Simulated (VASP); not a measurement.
# HfN (F-43m) in VASP: a series of runs

The runs below take HfN through single point, with PBEsol, PBEsol+D3(BJ), BLYP+D3(BJ).

Program: VASP 6.6.1. These are calculated values, not measurements. Logs are shortened: lines on timing, memory, paths and dates and some standing lists are left out, and cuts for length are marked.

**1. The cell of the first run**

It takes space group F-43m (No. 216, cubic). The conventional cell has a = 4.867 Å, b = 4.867 Å, c = 4.867 Å, α = 90.00°, β = 90.00°, γ = 90.00°. Hf (site symmetry -43m) has 4 N at 2.11 Å within 2.8 Å. Within 2.8 Å of N (site symmetry -43m) lie 4 Hf at 2.11 Å.

**2. Single point, PBEsol**

INCAR

```
SYSTEM = HfN
ALGO = Normal
EDIFF = 1E-6
ENCUT = 520
GGA = PS
ISIF = 2
ISMEAR = 1
LASPH = .True.
LCHARG = .True.
LELF = .True.
LREAL = .False.
LVHAR = .True.
LWAVE = .False.
NBANDS = 14
NELM = 60
PREC = Accurate
SIGMA = 0.1
```

KPOINTS

```
k-points
0
Gamma
  11 11 11
  0 0 0
```

POSCAR

```
HfN
1.0
    0.0000000000      2.4336937814      2.4336937814
    2.4336937814      0.0000000000      2.4336937814
    2.4336937814      2.4336937814      0.0000000000
Hf N
1 1
Direct
    0.0000000000      0.0000000000      0.0000000000
    0.7500000000      0.7500000000      0.7500000000
```

Potentials or basis: VASP PAW PBE potentials, release 64 (Hf_pv, N).

Started as:

```sh
> cat potpaw_PBE.64/Hf_pv/POTCAR potpaw_PBE.64/N/POTCAR > POTCAR
> mpirun -np 1 vasp_std > vasp.out
```

OUTCAR:

```text
SYSTEM = HfN
   EDIFF = 1E-6
   ENCUT = 520
   GGA = PS
   ISIF = 2
   ISMEAR = 1
   LASPH = .True.
   LREAL = .False.
   NELM = 60
   PREC = Accurate

 ion  position               nearest neighbor table
   1  0.000  0.000  0.000-   2 2.11   2 2.11   2 2.11   2 2.11
   2  0.750  0.750  0.750-   1 2.11   1 2.11   1 2.11   1 2.11

  LATTYP: Found a face centered cubic cell.
 ALAT       =     4.8673875628

  Lattice vectors:

 A1 = (   0.0000000000,   2.4336937814,   2.4336937814)
 A2 = (   2.4336937814,   0.0000000000,   2.4336937814)
 A3 = (   2.4336937814,   2.4336937814,   0.0000000000)

Analysis of symmetry for initial positions (statically):
=====================================================================
 Subroutine PRICEL returns:
 Original cell was already a primitive cell.

 Routine SETGRP: Setting up the symmetry group for a
 face centered cubic supercell.

 Subroutine GETGRP returns: Found 24 space group operations
 (whereof 24 operations were pure point group operations)
 out of a pool of 48 trial point group operations.

The static configuration has the point symmetry T_d .

Analysis of symmetry for dynamics (positions and initial velocities):
=====================================================================
 Subroutine PRICEL returns:
 Original cell was already a primitive cell.

 Routine SETGRP: Setting up the symmetry group for a
 face centered cubic supercell.

 Subroutine GETGRP returns: Found 24 space group operations
 (whereof 24 operations were pure point group operations)
 out of a pool of 48 trial point group operations.

The dynamic configuration has the point symmetry T_d .

 Subroutine INISYM returns: Found 24 space group operations
 (whereof 24 operations are pure point group operations),
 and found     1 'primitive' translations

----------------------------------------------------------------------------------------

                                     Primitive cell

  volume of cell :      28.8289

  direct lattice vectors                    reciprocal lattice vectors
     0.000000000  2.433693781  2.433693781    -0.205449019  0.205449019  0.205449019
     2.433693781  0.000000000  2.433693781     0.205449019 -0.205449019  0.205449019
     2.433693781  2.433693781  0.000000000     0.205449019  0.205449019 -0.205449019

  length of vectors
     3.441762752  3.441762752  3.441762752     0.355848139  0.355848139  0.355848139

  position of ions in fractional coordinates (direct lattice)
     0.000000000  0.000000000  0.000000000
     0.750000000  0.750000000  0.750000000

  ion indices of the primitive-cell ions
   primitive index   ion index
                 1           1
                 2           2

----------------------------------------------------------------------------------------

 KPOINTS: k-points

Automatic generation of k-mesh.
 Grid dimensions read from file:
 generate k-points for:   11   11   11

 Generating k-lattice:

  Cartesian coordinates                     Fractional coordinates (reciprocal lattice)
    -0.018677184  0.018677184  0.018677184     0.090909091  0.000000000  0.000000000
     0.018677184 -0.018677184  0.018677184     0.000000000  0.090909091  0.000000000
     0.018677184  0.018677184 -0.018677184     0.000000000  0.000000000  0.090909091

  Length of vectors
     0.032349831  0.032349831  0.032349831

  Shift w.r.t. Gamma in fractional coordinates (k-lattice)
     0.000000000  0.000000000  0.000000000

 Subroutine IBZKPT returns following result:
 ===========================================

 Found     56 irreducible k-points:

 Following reciprocal coordinates:
            Coordinates               Weight
  0.000000  0.000000  0.000000      1.000000
  0.090909  0.000000  0.000000      8.000000
  0.181818  0.000000  0.000000      8.000000
  0.272727  0.000000  0.000000      8.000000
  0.363636  0.000000  0.000000      8.000000
  0.454545  0.000000  0.000000      8.000000
[... 16 lines left out ...]
 -0.272727  0.181818  0.000000     24.000000
 -0.181818  0.181818  0.000000     12.000000
 [... further k-points ...]
   k-points           NKPTS =     56   k-points in BZ     NKDIM =     56   number of bands    NBANDS=     14
   number of dos      NEDOS =    301   number of ions     NIONS =      2
   total plane-waves  NPLWV =  21952
   dimension x,y,z NGX =    28 NGY =   28 NGZ =   28
   dimension x,y,z NGXF=    56 NGYF=   56 NGZF=   56
   ions per type =               1   1
   NGX,Y,Z   is equivalent  to a cutoff of  13.52, 13.52, 13.52 a.u.
   NGXF,Y,Z  is equivalent  to a cutoff of  27.05, 27.05, 27.05 a.u.
 SYSTEM =  HfN
   PREC   = accura    normal or accurate (medium, high low for compatibility)
   ISTART =      0    job   : 0-new  1-cont  2-samecut
   ICHARG =      2    charge: 1-file 2-atom 10-const
   ISPIN  =      1    spin polarized calculation?
   LNONCOLLINEAR =      F non collinear calculations
   LSORBIT =      F    spin-orbit coupling
   LASPH  =      T    aspherical Exc in radial PAW
   ENCUT  =  520.0 eV  38.22 Ry    6.18 a.u.   6.40  6.40  6.40*2*pi/ulx,y,z
   NELM   =     60;   NELMIN=  2; NELMDL= -5     # of ELM steps
   EDIFF  = 0.1E-05   stopping-criterion for ELM
   LREAL  =      F    real-space projection
   EDIFFG = 0.1E-04   stopping-criterion for IOM
   NSW    =      0    number of steps for IOM
   IBRION =     -1    ionic relax: 0-MD 1-quasi-New 2-CG
   NFREE  =      0    steps in history (QN), initial steepest desc. (CG)
   ISIF   =      2    stress and relaxation
   ISYM   =      2    0-nonsym 1-usesym 2-fastsym
   POTIM  = 0.5000    time-step for ionic-motion
   TEBEG  =    0.0;   TEEND  =   0.0 temperature during run
   PSTRESS=    0.0 pullay stress
   NELECT =      15.0000    total number of electrons
   NUPDOWN=      -1.0000    fix difference up-down
   EMIN   =  10.00;   EMAX   =-10.00  energy-range for DOS
   EFERMI =   0.00;   METHOD = LEGACY
   ISMEAR =     1;   SIGMA  =   0.10  broadening in eV -4-tet -1-fermi 0-gaus
   EFERMI_NEDOS =   21; number of points for ismear=-14 and -15
   IALGO  =     38    algorithm
   IMIX   =      4    mixing-type and parameters
     AMIX     =   0.40;   BMIX     =  1.00
     AMIX_MAG =   1.60;   BMIX_MAG =  1.00
  volume/ion in A,a.u.               =      14.41        97.27
  Fermi-wavevector in a.u.,A,eV,Ry     =   1.316728  2.488255 23.589399  1.733772
  Thomas-Fermi vector in A             =   2.446819
   LORBIT       =      0    0 simple, 1 ext, 2 COOP (PROOUT), +10 PAW based schemes
   GGA     = PS    functional components
   LHFCALC =     F    Hartree Fock is set to
   AEXX    =    0.0000 exact exchange contribution
   IVDW    =     0    specifies the selected vdW correction
   LEPSILON=     F    determine dielectric tensor
   LRPA    =     F    only Hartree local field effects (RPA)
 non-spin polarized calculation
 Methfessel and Paxton  Order N= 1 SIGMA  =   0.10
  energy-cutoff  :      520.00
  volume of cell :       28.83
 maximum number of plane-waves:       789
 NGX is ok and might be reduce to    28
   NGX = 13   NGY = 13   NGZ = 13

 number of electron      15.0000002 magnetization

 Free energy of the ion-electron system (eV)
  ---------------------------------------------------
  ext. energy  EPLUGINS =         0.00000000
  ---------------------------------------------------
  free energy    TOTEN  =       -22.27088334 eV

  energy without entropy =      -22.27058114  energy(sigma->0) =      -22.27078260

 E-fermi :   5.7209     XC(G=0): -11.5211

 val. band max:        5.6908161290   @ k =   0.4545   0.2727   0.0909
 cond. band min:       5.7271550474   @ k =   0.0909   0.0909   0.0000
 fundamental gap:      0.0363389184
 Fermi energy:         5.7208822557

 k-point     1 :       0.0000    0.0000    0.0000
  band No.  band energies     occupation
      1     -25.1641      2.00000
      2     -25.1641      2.00000
      3     -25.1641      2.00000
      4     -10.4301      2.00000
      5       0.2277      2.00000
      6       0.2277      2.00000
      7       0.2277      2.00000
      8       5.1328      2.00000
      9       8.0654      0.00000
     10       8.0654      0.00000
     11      12.5569      0.00000
     12      12.5569      0.00000
     13      12.5569      0.00000
     14      18.2283      0.00000

 k-point     2 :       0.0909    0.0000    0.0000
  band No.  band energies     occupation
      1     -25.2083      2.00000
      2     -25.1697      2.00000
      3     -25.1697      2.00000
      4     -10.3253      2.00000
      5       0.0450      2.00000
      6       0.2904      2.00000
      7       0.2904      2.00000
      8       5.5841      2.06576
      9       7.9208      0.00000
     10       7.9208      0.00000
     11      12.3296      0.00000
     12      12.7686      0.00000
     13      12.7686      0.00000
     14      17.9535      0.00000

 k-point     3 :       0.1818    0.0000    0.0000
  band No.  band energies     occupation
      1     -25.3246      2.00000
      2     -25.1846      2.00000
      3     -25.1846      2.00000
      4     -10.0527      2.00000
      5      -0.2628      2.00000
      6       0.4494      2.00000
      7       0.4494      2.00000
      8       6.6027     -0.00000
      9       7.6891     -0.00000
     10       7.6891     -0.00000
     11      11.8584      0.00000
     12      13.0609      0.00000
     13      13.0609      0.00000
     14      15.9052      0.00000
[... 324 lines left out ...]
 k-point    23 :      -0.2727    0.1818    0.0000
  band No.  band energies     occupation
      1     -25.5519      2.00000
      2     -25.3247      2.00000
      3     -25.2223      2.00000
      4      -9.3309      2.00000
      5      -0.1945      2.00000
      6       0.6380      2.00000
      7       0.9250      2.00000
      8       7.0969     -0.00000
      9       7.2987     -0.00000
     10       8.4262      0.00000
     11      11.4018      0.00000
     12      12.3821      0.00000
     13      13.0820      0.00000
     14      14.8813      0.00000

 k-point    24 :      -0.1818    0.1818    0.0000
  band No.  band energies     occupation
      1     -25.4639      2.00000
      2     -25.2797      2.00000
      3     -25.2004      2.00000
      4      -9.5968      2.00000
      5      -0.4211      2.00000
      6       0.6804      2.00000
      7       0.7154      2.00000
      8       6.9594     -0.00000
      9       7.6648     -0.00000
     10       8.2112      0.00000
     11      11.2709      0.00000
     12      12.6502      0.00000
     13      13.4321      0.00000
     14      15.1180      0.00000

 [... further k-points ...]
[... 5 lines left out ...]
  --------------------------------------------------------------------------------------
  -------------------------------------------------------------------------------------
  Total       -0.1532497     -0.1532497     -0.1532497     -0.0000000     -0.0000000     -0.0000000
  in kB       -8.5169175     -8.5169175     -8.5169175     -0.0000000     -0.0000000     -0.0000000
  external PRESSURE =      -8.5169175 kB  Pullay stress =       0.0000000 kB

 VOLUME and BASIS-vectors are now :
 -----------------------------------------------------------------------------
  energy-cutoff  :      520.00
  volume of cell :       28.83
      direct lattice vectors                 reciprocal lattice vectors
     0.000000000  2.433693781  2.433693781    -0.205449019  0.205449019  0.205449019
     2.433693781  0.000000000  2.433693781     0.205449019 -0.205449019  0.205449019
     2.433693781  2.433693781  0.000000000     0.205449019  0.205449019 -0.205449019

 POSITION                                       TOTAL-FORCE (eV/Angst)
 -----------------------------------------------------------------------------------
      0.00000      0.00000      0.00000         0.000000      0.000000     -0.000000
      3.65054      3.65054      3.65054        -0.000000     -0.000000      0.000000
 -----------------------------------------------------------------------------------
    total drift:                                0.000000      0.000000      0.000000

  FREE ENERGIE OF THE ION-ELECTRON SYSTEM (eV)
  ---------------------------------------------------
  free  energy   TOTEN  =       -22.2708833379 eV

  energy  without entropy=      -22.2705811356  energy(sigma->0) =      -22.27078260
```

Run time: 26 s. Hardware: 1 thread of Intel Xeon Platinum 8375C at 2.90GHz (Ice Lake), shared host; peak memory 0.17 GiB.

Results:

| Quantity | Value |
| --- | --- |
| Free energy | -22.2709 eV |
| Pressure | -0.9 GPa |

Levels at points of the mesh, in eV from the Fermi level:
```
           k point  band 5  band 6  band 7  band 8  band 9  band 10
(0.00, 0.00, 0.00)   -5.49   -5.49   -5.49   -0.59    2.34     2.34
```

Caveat: the PAW data sets were made with another functional, which shifts forces and pressure a little; spin-orbit coupling is left out, which moves the levels of the heavy elements.

**3. Single point, PBEsol+D3(BJ)**

This run uses another cell than the first one, of 14.17 Å³/atom, 0.983 times its volume.

INCAR

```
SYSTEM = HfN
PREC = Accurate
ENCUT = 520
EDIFF = 1E-6
ISMEAR = 1
SIGMA = 0.1
LREAL = .False.
LASPH = .True.
NELM = 100
ALGO = Normal
ISIF = 2
LWAVE = .False.
LCHARG = .False.
GGA = PS
IVDW = 12
NBANDS = 14
```

KPOINTS

```
regular mesh
0
Gamma
  11 11 11
  0 0 0
```

POSCAR

```
HfN
1.0
    0.0000000000      2.4197493268      2.4197493268
    2.4197493268      0.0000000000      2.4197493268
    2.4197493268      2.4197493268      0.0000000000
Hf N
1 1
Direct
    0.0000000000      0.0000000000      0.0000000000
    0.7500000000      0.7500000000      0.7500000000
```

Potentials or basis: VASP PAW PBE potentials, release 64 (Hf_pv, N).

Started as:

```sh
> cat potpaw_PBE.64/Hf_pv/POTCAR potpaw_PBE.64/N/POTCAR > POTCAR
> mpirun -np 1 vasp_std > vasp.out
```

It took 25 s on 1 thread of Intel Xeon Platinum 8375C at 2.90GHz (Ice Lake), shared host; peak memory 0.17 GiB.

The run converged. Its results:

```
Free energy                : -22.8973 eV
Pressure                   : -0.8 GPa
Dispersion energy per atom : -0.315 eV
```

Levels at points of the mesh, in eV from the Fermi level:
```csv
k point,band 4,band 5,band 6,band 7,band 8,band 9,band 10,band 11
"(0.00, 0.00, 0.00)",-16.24,-5.57,-5.57,-5.57,-0.55,2.39,2.39,6.95
```

Caveat: the PAW data sets were made with another functional, which shifts forces and pressure a little; spin-orbit coupling is left out, which moves the levels of the heavy elements; pairwise dispersion overbinds metals, which lowers pressure and volume.

**4. Single point, BLYP+D3(BJ)**

This run uses another cell than the first one, of 14.64 Å³/atom, 1.016 times its volume.

INCAR

```
SYSTEM = HfN
PREC = Accurate
ENCUT = 520
EDIFF = 1E-6
ISMEAR = 1
SIGMA = 0.1
LREAL = .False.
LASPH = .True.
NELM = 80
ALGO = Normal
ISIF = 2
LWAVE = .False.
LCHARG = .False.
GGA = B5
ALDAX = 1.0
AGGAX = 1.0
AGGAC = 1.0
ALDAC = 0.0
IVDW = 12
VDW_S6 = 1.0
VDW_S8 = 2.6996
VDW_A1 = 0.4298
VDW_A2 = 4.2359
NBANDS = 14
```

KPOINTS

```
Automatic mesh
0
Gamma
  11 11 11
  0 0 0
```

POSCAR

```
HfN
1.0
    0.0000000000      2.4463168921      2.4463168921
    2.4463168921      0.0000000000      2.4463168921
    2.4463168921      2.4463168921      0.0000000000
Hf N
1 1
Direct
    0.0000000000      0.0000000000      0.0000000000
    0.7500000000      0.7500000000      0.7500000000
```

Started as:

```sh
> cat potpaw_PBE.64/Hf_pv/POTCAR potpaw_PBE.64/N/POTCAR > POTCAR
> mpirun -np 1 vasp_std > vasp.out
```

Wall time 32 s (1 thread of Intel Xeon Platinum 8375C at 2.90GHz (Ice Lake), shared host); peak memory 0.18 GiB.

Results (log left out):

```
Free energy                : -21.1610 eV
Pressure                   : -0.4 GPa
Dispersion energy per atom : -0.710 eV
```

Levels at points of the mesh, in eV from the Fermi level:
```tsv
k point	band 5	band 6	band 7	band 8	band 9	band 10
(0.00, 0.00, 0.00)	-5.51	-5.51	-5.51	-0.50	2.21	2.21
```

Caveat: the PAW data sets were made with another functional, which shifts forces and pressure a little; spin-orbit coupling is left out, which moves the levels of the heavy elements; pairwise dispersion overbinds metals, which lowers pressure and volume.

**5. Overview**

| level | cell | gap on the mesh (eV) | pressure (GPa) |
| --- | --- | --- | --- |
| PBEsol | a = 3.442 Å, angles 60.0°, 2 atoms | none | -0.9 |
| PBEsol+D3(BJ) | a = 3.422 Å, angles 60.0°, 2 atoms | none | -0.8 |
| BLYP+D3(BJ) | a = 3.460 Å, angles 60.0°, 2 atoms | none | -0.4 |

Alike in all rows: task single point; potentials or basis VASP PAW PBE potentials, release 64 (Hf_pv, N); no spin polarisation; k mesh 11 × 11 × 11; cutoff (eV) 520; smearing methfessel-paxton 0.1 eV.

Caveats: the PAW data sets were made with another functional, which shifts forces and pressure a little; spin-orbit coupling is left out, which moves the levels of the heavy elements; pairwise dispersion overbinds metals, which lowers pressure and volume (some runs).

Total energies depend on the potentials used, so only differences within one code and one set of settings carry meaning.
